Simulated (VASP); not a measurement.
Input of a VASP 6.6.1 run:

INCAR

```
  ALGO = Normal
  EDIFF = 1E-7
  EDIFFG = -0.01
  ENCUT = 600
  GGA = PS
  IBRION = 2
  ISIF = 3
  ISMEAR = -1
  LASPH = T
  LCHARG = F
  LREAL = F
  LWAVE = F
  NELM = 80
  NSW = 60
  PREC = Accurate
  SIGMA = 0.05
```

The input KPOINTS:

```
k-points
0
Gamma
  10 10 10
```

The input POSCAR:

```
TiO2
1.0
   -1.8921000000      1.8921000000      4.7573000000
    1.8921000000     -1.8921000000      4.7573000000
    1.8921000000      1.8921000000     -4.7573000000
Ti O
2 4
Direct
    0.7500000000      0.2500000000      0.5000000000
    0.0000000000      0.0000000000      0.0000000000
    0.7919000000      0.7919000000      0.0000000000
    0.5419000000      0.0419000000      0.5000000000
    0.9581000000      0.4581000000      0.5000000000
    0.2081000000      0.2081000000      0.0000000000
```

Potentials or basis: VASP PAW PBE potentials, release 64 (Ti_sv, O).

Command:

```bash
$ cat potpaw_PBE.64/Ti_sv/POTCAR potpaw_PBE.64/O/POTCAR > POTCAR
$ mpirun -np 1 vasp_std > vasp.out
```

What does it give for the space group after relaxing (to 0.1 Å)?

I4_1/amd (No. 141).

What does it give for the relaxed volume?

11.34 Å³/atom.

Estimate the band gap on the k mesh.

2.10 eV (least direct gap 2.42 eV).

Estimate the relaxed cell.

a = 5.478 Å, b = 5.478 Å, c = 5.478 Å, α = 139.73°, β = 139.73°, γ = 58.26°.

Step by step:
```tsv
step	energy change (eV)	largest force (eV/Å)	pressure (GPa)	volume (Å³)
1	0.0000	0.0108	-0.59	68.13
2	-0.0004	0.0059	0.69	67.72
3	-0.0008	0.0010	0.18	67.88
4	-0.0009	0.0302	-0.03	67.94
5	-0.0009	0.0265	-0.01	67.93
6	-0.0010	0.0213	-0.01	67.95
7	-0.0011	0.0113	0.00	67.98
8	-0.0012	0.0091	0.01	68.04
```

Caveat: the PAW data sets were made with another functional, which shifts forces and pressure a little. A k mesh can miss the band edges.
